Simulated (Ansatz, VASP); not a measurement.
CuBr2N2 in VASP and in Ansatz

The input INCAR:

```
SYSTEM = CuBr2N2
ALGO     = Normal         ! electronic algorithm
EDIFF    = 1E-6           ! SCF threshold, eV
ENCUT    = 520            ! plane-wave cutoff, eV
GGA      = PE             ! functional
ISIF     = 2              ! what is computed and relaxed
ISMEAR   = 0              ! smearing method
ISPIN    = 2              ! spin polarisation
LASPH    = .TRUE.         ! aspherical terms in the spheres
LCHARG   = .FALSE.        ! write CHGCAR
LDAU     = .TRUE.         ! DFT+U
LDAUJ    = 0 0 0        
LDAUL    = 2 -1 -1        ! shell
LDAUPRINT= 1            
LDAUTYPE = 2            
LDAUU    = 4.1 0 0        ! U, eV
LMAXMIX  = 4              ! l up to which the mixer works
LORBIT   = 11             ! projections on sites
LREAL    = .FALSE.        ! projectors in reciprocal space
LWAVE    = .FALSE.        ! write WAVECAR
MAGMOM   = 0 0.19 0.19 1.73 1.73 ! initial moments
NBANDS   = 30             ! bands
NELM     = 150            ! most SCF steps
PREC     = Accurate       ! precision mode
SIGMA    = 0.1            ! smearing width, eV
```

Contents of KPOINTS:

```
k-points
0
G
  1 1 1
  0 0 0
```

POSCAR

```
CuBr2N2
1.0
    3.8371950000     -3.8872890000      0.0000000000
    3.8371950000      3.8872890000      0.0000000000
   -0.7380830000      0.0000000000      3.9625100000
Cu Br N
1 2 2
Direct
    0.0000000000      0.0000000000      0.0000000000
    0.7527280000      0.7527280000      0.5777260000
    0.2472720000      0.2472720000      0.4222740000
    0.2410870000      0.7589130000      0.0000000000
    0.7589130000      0.2410870000      0.0000000000
```

Input for Ansatz:

```yaml
crystal:
  lattice:
    - [3.837195, -3.887289, 0.0]
    - [3.837195, 3.887289, 0.0]
    - [-0.738083, 0.0, 3.96251]
  atoms:
    - { symbol: Cu, position: [0.0, 0.0, 0.0] }
    - { symbol: Br, position: [0.752728, 0.752728, 0.577726], spin: 0.19 }
    - { symbol: Br, position: [0.247272, 0.247272, 0.422274], spin: 0.19 }
    - { symbol: "N", position: [0.241087, 0.758913, 0.0], spin: 1.73 }
    - { symbol: "N", position: [0.758913, 0.241087, 0.0], spin: 1.73 }
basis:
  ecutwfc: 420
kpoints:
  mp_grid: { grid: [1, 1, 1] }
hamiltonian:
  xc: pbe
  hubbard: { sites: [{ species: Cu, l: d, u_eff: 4.1 }], projectors: atomic }
scf:
  occupations: { method: gaussian, width: 0.1 }
  lower_state_search: "off"
output:
  forces: true
  stress: true
  eigenvalues: true
  populations: true
magnetization:
  spin_polarized: true
```

Alike in both runs: task single point; functional PBE; k mesh 1 × 1 × 1; occupations gaussian, width 0.1 eV; collinear spin; Hubbard terms Cu d U = 4.1 eV.

|  | VASP | Ansatz |
| --- | --- | --- |
| version | VASP 6.6.1 | Ansatz 0.2.0 |
| potentials or method | VASP PAW PBE potentials, release 64 (Cu, Br, N), cutoff 520 eV | scalar-relativistic, plane waves, PAW |
| valence electrons in the cell | 35 | 43 |

VASP gave:

| Property | Result |
| --- | --- |
| gap on the k mesh at the Fermi level (eV) | 1.29 |
| least direct gap on the mesh (eV) | 1.29 |
| pressure (GPa) | 4.4 |
| traceless stress, the component that is largest in VASP (GPa) | -3.87 |
| rms of the force components (eV/Å) | 0.090 |
| net moment per atom (μB) | 1.00 |
| size of the moment on the site where the two differ most (μB) | 0.29 |

Q: Estimate Ansatz's values.

A: gap on the k mesh at the Fermi level (eV): 1.25; least direct gap on the mesh (eV): 1.25; pressure (GPa): 4.7; traceless stress, the component that is largest in VASP (GPa): -3.77; rms of the force components (eV/Å): 0.123; net moment per atom (μB): 1.00; size of the moment on the site where the two differ most (μB): 0.23.

Site moments also hang on the region over which each program counts them. The programs project onto different local orbitals, so the same U acts differently, and such runs can settle in different states. Atom by atom the forces differ by 0.044 eV/Å (rms over components). VASP's potentials hold 35 valence electrons a cell and Ansatz's 43, so a difference there can come from the potentials and not from the codes.

The k mesh is coarse, so the values compare programs but aren't converged.
